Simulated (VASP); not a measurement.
# TaC in VASP: relaxation of the atoms with PBE+D3(BJ)

Aim: the relaxation of the atoms of TaC with PBE+D3(BJ).

Everything below comes from runs of VASP 6.6.1. Logs are shortened: lines on timing, memory, paths and dates and some standing lists are left out, and cuts for length are marked.

### 1 The cell of the first run

The cell holds a slab with vacuum, 24 atoms: a = 6.286 Å, b = 6.286 Å, c = 20.445 Å, α = 90.00°, β = 90.00°, γ = 90.00°.

### 2 Relaxation of the atoms, PBE+D3(BJ)

Input file INCAR:

```
SYSTEM = TaC
ALGO = Normal
DIPOL = 0.5 0.5 0.500
EDIFF = 1E-6
EDIFFG = -0.03
ENCUT = 520
GGA = PE
IBRION = 2
IDIPOL = 3
ISIF = 2
ISMEAR = 0
IVDW = 12
KPAR = 2
LASPH = .TRUE.
LCHARG = .FALSE.
LDIPOL = .TRUE.
LREAL = Auto
LWAVE = .FALSE.
NELM = 100
NSW = 90
PREC = Accurate
SIGMA = 0.1
```

Input file KPOINTS:

```
k-points
0
G
  3 3 1
  0 0 0
```

Input file POSCAR:

```
TaC
1.0
    6.2855222138      0.0000000000      0.0000000000
    0.0000000000      6.2855222138      0.0000000000
    0.0000000000      0.0000000000     20.4445353806
Ta C
12 12
Selective dynamics
Direct
    0.2500000000      0.2500000000      0.3913026073  F F F
    0.2500000000      0.7500000000      0.3913026073  F F F
    0.7500000000      0.2500000000      0.3913026073  F F F
    0.7500000000      0.7500000000      0.3913026073  F F F
    0.5000000000      0.5000000000      0.5000000000  T T T
    0.5000000000      0.0000000000      0.5000000000  T T T
    0.0000000000      0.5000000000      0.5000000000  T T T
    0.0000000000      0.0000000000      0.5000000000  T T T
    0.7500000000      0.7500000000      0.6086973927  T T T
    0.7500000000      0.2500000000      0.6086973927  T T T
    0.2500000000      0.7500000000      0.6086973927  T T T
    0.2500000000      0.2500000000      0.6086973927  T T T
    0.5000000000      0.5000000000      0.3913026073  F F F
    0.5000000000      0.0000000000      0.3913026073  F F F
    0.0000000000      0.5000000000      0.3913026073  F F F
    0.0000000000      0.0000000000      0.3913026073  F F F
    0.7500000000      0.7500000000      0.5000000000  T T T
    0.7500000000      0.2500000000      0.5000000000  T T T
    0.2500000000      0.7500000000      0.5000000000  T T T
    0.2500000000      0.2500000000      0.5000000000  T T T
    0.0000000000      0.0000000000      0.6086973927  T T T
    0.0000000000      0.5000000000      0.6086973927  T T T
    0.5000000000      0.0000000000      0.6086973927  T T T
    0.5000000000      0.5000000000      0.6086973927  T T T
```

Potentials or basis: VASP PAW PBE potentials, release 64 (Ta_pv, C).

The run is started by

```sh
> cat potpaw_PBE.64/Ta_pv/POTCAR potpaw_PBE.64/C/POTCAR > POTCAR
> mpirun -np 2 vasp_std > vasp.out
```

OUTCAR:

```text
SYSTEM = TaC
   EDIFF = 1E-6
   EDIFFG = -0.03
   ENCUT = 520
   GGA = PE
   IBRION = 2
   ISIF = 2
   ISMEAR = 0
   IVDW = 12
   LASPH = .TRUE.
   LREAL = Auto
   NELM = 100
   NSW = 90
   PREC = Accurate
 IVDW          = 12

 ion  position               nearest neighbor table
   1  0.250  0.250  0.391-  13 2.22  14 2.22  15 2.22  16 2.22  20 2.22   3 3.14   2 3.14   2 3.14
                             3 3.14   8 3.14   5 3.14   6 3.14   7 3.14
   2  0.250  0.750  0.391-  13 2.22  14 2.22  15 2.22  16 2.22  19 2.22   4 3.14   1 3.14   1 3.14
                             4 3.14   8 3.14   5 3.14   6 3.14   7 3.14
   3  0.750  0.250  0.391-  13 2.22  14 2.22  15 2.22  16 2.22  18 2.22   4 3.14   1 3.14   4 3.14
                             1 3.14   8 3.14   5 3.14   6 3.14   7 3.14
   4  0.750  0.750  0.391-  13 2.22  14 2.22  15 2.22  16 2.22  17 2.22   3 3.14   2 3.14   3 3.14
                             2 3.14   8 3.14   5 3.14   6 3.14   7 3.14
   5  0.500  0.500  0.500-  17 2.22  18 2.22  19 2.22  20 2.22  13 2.22  24 2.22   6 3.14   7 3.14
                             6 3.14   7 3.14   3 3.14   4 3.14   1 3.14   2 3.14   9 3.14  10 3.14
   6  0.500  0.000  0.500-  17 2.22  18 2.22  19 2.22  20 2.22  14 2.22  23 2.22   5 3.14   8 3.14
                             5 3.14   8 3.14   3 3.14   4 3.14   1 3.14   2 3.14   9 3.14  10 3.14
   7  0.000  0.500  0.500-  17 2.22  18 2.22  19 2.22  20 2.22  15 2.22  22 2.22   5 3.14   8 3.14
                             8 3.14   5 3.14   3 3.14   4 3.14   1 3.14   2 3.14   9 3.14  10 3.14
   8  0.000  0.000  0.500-  17 2.22  18 2.22  19 2.22  20 2.22  16 2.22  21 2.22   6 3.14   7 3.14
                             7 3.14   6 3.14   3 3.14   4 3.14   1 3.14   2 3.14   9 3.14  10 3.14
   9  0.750  0.750  0.609-  21 2.22  22 2.22  23 2.22  24 2.22  17 2.22  11 3.14  10 3.14  10 3.14
[... 26 lines left out ...]
 A1 = (   6.2855222138,   0.0000000000,   0.0000000000)
 A2 = (   0.0000000000,   6.2855222138,   0.0000000000)
 A3 = (   0.0000000000,   0.0000000000,  20.4445353806)

Analysis of symmetry for initial positions (statically):
=====================================================================
 Subroutine PRICEL returns following result:

  LATTYP: Found a simple tetragonal cell.
 ALAT       =     3.1427611069
 C/A-ratio  =     6.5052782204
[... 12 lines left out ...]
 Subroutine GETGRP returns: Found 16 space group operations
 (whereof 16 operations were pure point group operations)
 out of a pool of 16 trial point group operations.

The static configuration has the point symmetry D_4h.

Analysis of symmetry for dynamics (positions and initial velocities):
=====================================================================
 Subroutine PRICEL returns following result:

  LATTYP: Found a simple tetragonal cell.
 ALAT       =     3.1427611069
 C/A-ratio  =     6.5052782204
[... 12 lines left out ...]
 Subroutine GETGRP returns: Found 16 space group operations
 (whereof 16 operations were pure point group operations)
 out of a pool of 16 trial point group operations.

The dynamic configuration has the point symmetry D_4h.

Analysis of constrained symmetry for selective dynamics:
=====================================================================
 Subroutine PRICEL returns following result:

  LATTYP: Found a simple tetragonal cell.
 ALAT       =     3.1427611069
 C/A-ratio  =     6.5052782204
[... 12 lines left out ...]
 Subroutine GETGRP returns: Found  8 space group operations
 (whereof  8 operations were pure point group operations)
 out of a pool of 16 trial point group operations.

The constrained configuration has the point symmetry C_4v.

 Subroutine INISYM returns: Found  8 space group operations
 (whereof  8 operations are pure point group operations),
 and found     4 'primitive' translations

----------------------------------------------------------------------------------------

                                     Primitive cell

  volume of cell :     201.9296

  direct lattice vectors                    reciprocal lattice vectors
     3.142761107  0.000000000  0.000000000     0.318191541  0.000000000  0.000000000
     0.000000000  3.142761107  0.000000000     0.000000000  0.318191541  0.000000000
     0.000000000  0.000000000 20.444535381     0.000000000  0.000000000  0.048912826

  length of vectors
     3.142761107  3.142761107 20.444535381     0.318191541  0.318191541  0.048912826

  position of ions in fractional coordinates (direct lattice)
     0.500000000  0.500000000  0.391302607
     0.000000000  0.000000000  0.500000000
     0.500000000  0.500000000  0.608697393
     0.000000000  0.000000000  0.391302607
     0.500000000  0.500000000  0.500000000
     0.000000000  0.000000000  0.608697393

  ion indices of the primitive-cell ions
[... 42 lines left out ...]
   dimension x,y,z NGX =    48 NGY =   48 NGZ =  160
   dimension x,y,z NGXF=    96 NGYF=   96 NGZF=  320
   ions per type =              12  12
   NGX,Y,Z   is equivalent  to a cutoff of  12.70, 12.70, 13.01 a.u.
   NGXF,Y,Z  is equivalent  to a cutoff of  25.39, 25.39, 26.02 a.u.
 SYSTEM =  TaC
   PREC   = accura    normal or accurate (medium, high low for compatibility)
   ISTART =      0    job   : 0-new  1-cont  2-samecut
   ICHARG =      2    charge: 1-file 2-atom 10-const
   ISPIN  =      1    spin polarized calculation?
   LNONCOLLINEAR =      F non collinear calculations
   LSORBIT =      F    spin-orbit coupling
   LASPH  =      T    aspherical Exc in radial PAW
   ENCUT  =  520.0 eV  38.22 Ry    6.18 a.u.  11.69 11.69 38.01*2*pi/ulx,y,z
   NELM   =    100;   NELMIN=  2; NELMDL= -5     # of ELM steps
   EDIFF  = 0.1E-05   stopping-criterion for ELM
   LREAL  =      T    real-space projection
   EDIFFG = -.3E-01   stopping-criterion for IOM
   NSW    =     90    number of steps for IOM
   IBRION =      2    ionic relax: 0-MD 1-quasi-New 2-CG
   NFREE  =      1    steps in history (QN), initial steepest desc. (CG)
   ISIF   =      2    stress and relaxation
   ISYM   =      2    0-nonsym 1-usesym 2-fastsym
   POTIM  = 0.5000    time-step for ionic-motion
   TEBEG  =    0.0;   TEEND  =   0.0 temperature during run
   PSTRESS=    0.0 pullay stress
   NELECT =     180.0000    total number of electrons
   NUPDOWN=      -1.0000    fix difference up-down
   EMIN   =  10.00;   EMAX   =-10.00  energy-range for DOS
   EFERMI =   0.00;   METHOD = LEGACY
   ISMEAR =     0;   SIGMA  =   0.10  broadening in eV -4-tet -1-fermi 0-gaus
   EFERMI_NEDOS =   21; number of points for ismear=-14 and -15
   IALGO  =     38    algorithm
   IMIX   =      4    mixing-type and parameters
     AMIX     =   0.40;   BMIX     =  1.00
     AMIX_MAG =   1.60;   BMIX_MAG =  1.00
  volume/ion in A,a.u.               =      33.65       227.11
  Fermi-wavevector in a.u.,A,eV,Ry     =   0.992535  1.875619 13.403440  0.985125
  Thomas-Fermi vector in A             =   2.124353
   LORBIT       =      0    0 simple, 1 ext, 2 COOP (PROOUT), +10 PAW based schemes
   GGA     = PE    functional components
   LHFCALC =     F    Hartree Fock is set to
   AEXX    =    0.0000 exact exchange contribution
   IVDW    =    12    specifies the selected vdW correction
   LEPSILON=     F    determine dielectric tensor
   LRPA    =     F    only Hartree local field effects (RPA)
 conjugate gradient relaxation of ions
 non-spin polarized calculation
 Gauss-broadening in eV      SIGMA  =   0.10
  energy-cutoff  :      520.00
  volume of cell :      807.72
 maximum number of plane-waves:     21761
 NGX is ok and might be reduce to    48
   NGX = 23   NGY = 23   NGZ = 77

--------------------------------------- Ionic step        1  -------------------------------------------

 number of electron     179.9999992 magnetization

 Free energy of the ion-electron system (eV)
  ---------------------------------------------------
  ext. energy  EPLUGINS =         0.00000000
  ---------------------------------------------------
  free energy    TOTEN  =      -257.06331764 eV

  energy without entropy =     -257.02122189  energy(sigma->0) =     -257.04226976

------------------------ aborting loop because EDIFF is reached ----------------------------------------

 Edisp (eV)   -7.16993

 E8    (eV) :    -3.4864
[... 47 lines left out ...]
  FREE ENERGIE OF THE ION-ELECTRON SYSTEM (eV)
  ---------------------------------------------------
  free  energy   TOTEN  =      -264.2332508543 eV

  energy  without entropy=     -264.1911551061  energy(sigma->0) =     -264.21220298

 dipolmoment           0.000000      0.000000     -0.061145 electrons x Angstroem

--------------------------------------- Ionic step        2  -------------------------------------------

 number of electron     179.9999991 magnetization

------------------------ aborting loop because EDIFF is reached ----------------------------------------
[... 59 lines left out ...]
 number of electron     179.9999993 magnetization

------------------------ aborting loop because EDIFF is reached ----------------------------------------

 vacuum level on the upper side and lower side of the slab       (xc-potential included)        -0.057        -0.330

 Edisp (eV)   -7.22504

 E8    (eV) :    -3.5193

  FORCE on cell =-STRESS in cart. coord.  units (eV):
  Direction    XX          YY          ZZ          XY          YZ          ZX
  --------------------------------------------------------------------------------------
  -------------------------------------------------------------------------------------
  Total     -17.27191   -17.27191   -10.83555     0.00000     0.00000     0.00000
  in kB     -34.26028   -34.26028   -21.49322     0.00000     0.00000     0.00000
  external pressure =      -30.00 kB  Pullay stress =        0.00 kB
[... 39 lines left out ...]
  FREE ENERGIE OF THE ION-ELECTRON SYSTEM (eV)
  ---------------------------------------------------
  free  energy   TOTEN  =      -265.0604680509 eV

  energy  without entropy=     -265.0049551148  energy(sigma->0) =     -265.03271158

[... ionic steps 4 to 10 ...]

--------------------------------------- Ionic step       11  -------------------------------------------

 number of electron     179.9999992 magnetization

------------------------ aborting loop because EDIFF is reached ----------------------------------------
[... 119 lines left out ...]
--------------------------------------- Ionic step       13  -------------------------------------------

 number of electron     179.9999992 magnetization

 dipolmoment           0.000000      0.000000      0.084206 electrons x Angstroem

 Free energy of the ion-electron system (eV)
  ---------------------------------------------------
  ext. energy  EPLUGINS =         0.00000000
  ---------------------------------------------------
  free energy    TOTEN  =      -257.98702005 eV

  energy without entropy =     -257.92761224  energy(sigma->0) =     -257.95731615

 E-fermi :   0.5622     XC(G=0):  -5.2675

 val. band max:        0.5012518936   @ k =   0.3333   0.0000   0.0000
 cond. band min:       0.5938620241   @ k =   0.3333   0.0000   0.0000
 fundamental gap:      0.0926101305
 Fermi energy:         0.5622372502

 k-point     1 :       0.0000    0.0000    0.0000
  band No.  band energies     occupation
      1     -35.2583      2.00000
      2     -35.2583      2.00000
      3     -35.1742      2.00000
      4     -35.1006      2.00000
      5     -35.1006      2.00000
      6     -35.0864      2.00000
[... 304 lines left out ...]
    101       2.1579      0.00000
    102       2.1579      0.00000
 [bands above 102 left out]

------------------------ aborting loop because EDIFF is reached ----------------------------------------

 vacuum level on the upper side and lower side of the slab       (xc-potential included)         0.186        -0.189

 Edisp (eV)   -7.27721

 E8    (eV) :    -3.5470

  FORCE on cell =-STRESS in cart. coord.  units (eV):
  Direction    XX          YY          ZZ          XY          YZ          ZX
  --------------------------------------------------------------------------------------
  -------------------------------------------------------------------------------------
  Total     -15.09222   -15.09222     0.12486     0.00000     0.00000     0.00000
  in kB     -29.93669   -29.93669     0.24766     0.00000     0.00000     0.00000
  external pressure =      -19.88 kB  Pullay stress =        0.00 kB
[... 39 lines left out ...]
  FREE ENERGIE OF THE ION-ELECTRON SYSTEM (eV)
  ---------------------------------------------------
  free  energy   TOTEN  =      -265.2642274198 eV

  energy  without entropy=     -265.2048196061  energy(sigma->0) =     -265.23452351

 reached required accuracy - stopping structural energy minimisation

 vacuum level on the upper side and lower side of the slab         4.061         3.677
```

Wall time 54 min (2 MPI ranks of Intel Xeon Platinum 8488C (Sapphire Rapids), shared host); peak memory 0.93 GiB.

Results:

```
Free energy                : -265.2642 eV
Energy gained by relaxing  : 43.0 meV/atom
Ionic steps                : 13
Band gap on the k mesh     : zero (bands 90 and 91 overlap by 0.31 eV)
Dispersion energy per atom : -0.303 eV
```

Step by step:
```csv
step,energy change (eV),largest force on free atoms (eV/Å),pressure (GPa)
1,0.0000,2.3462,-3.94
2,-0.8192,0.7019,-3.11
3,-0.8272,0.8237,-3.00
4,-0.9540,0.2976,-2.97
5,-0.9718,0.2822,-2.91
6,-0.9974,0.2442,-2.65
7,-1.0094,0.2269,-2.29
8,-1.0241,0.1258,-2.12
9,-1.0248,0.1778,-2.06
10,-1.0302,0.0448,-1.98
11,-1.0305,0.0521,-1.97
12,-1.0305,0.0548,-1.96
13,-1.0310,0.0175,-1.99
```

Final structure:
```yaml
crystal:
  lattice:
    - [6.28552, 0.00000, 0.00000]
    - [0.00000, 6.28552, 0.00000]
    - [0.00000, 0.00000, 20.44454]
  atoms:
    - { symbol: Ta, position: [0.25000, 0.25000, 0.39130] }
    - { symbol: Ta, position: [0.25000, 0.75000, 0.39130] }
    - { symbol: Ta, position: [0.75000, 0.25000, 0.39130] }
    - { symbol: Ta, position: [0.75000, 0.75000, 0.39130] }
    - { symbol: Ta, position: [0.50000, 0.50000, 0.49722] }
    - { symbol: Ta, position: [0.50000, 0.00000, 0.49722] }
    - { symbol: Ta, position: [0.00000, 0.50000, 0.49722] }
    - { symbol: Ta, position: [0.00000, 0.00000, 0.49722] }
    - { symbol: Ta, position: [0.75000, 0.75000, 0.59924] }
    - { symbol: Ta, position: [0.75000, 0.25000, 0.59924] }
    - { symbol: Ta, position: [0.25000, 0.75000, 0.59924] }
    - { symbol: Ta, position: [0.25000, 0.25000, 0.59924] }
    - { symbol: C, position: [0.50000, 0.50000, 0.39130] }
    - { symbol: C, position: [0.50000, 0.00000, 0.39130] }
    - { symbol: C, position: [0.00000, 0.50000, 0.39130] }
    - { symbol: C, position: [0.00000, 0.00000, 0.39130] }
    - { symbol: C, position: [0.75000, 0.75000, 0.49560] }
    - { symbol: C, position: [0.75000, 0.25000, 0.49560] }
    - { symbol: C, position: [0.25000, 0.75000, 0.49560] }
    - { symbol: C, position: [0.25000, 0.25000, 0.49560] }
    - { symbol: C, position: [0.00000, 0.00000, 0.60943] }
    - { symbol: C, position: [0.00000, 0.50000, 0.60943] }
    - { symbol: C, position: [0.50000, 0.00000, 0.60943] }
    - { symbol: C, position: [0.50000, 0.50000, 0.60943] }
```

Caveat: spin-orbit coupling is left out, which moves the levels of the heavy elements.

The gap in the log of VASP goes by the Fermi energy; the results here count the filled bands.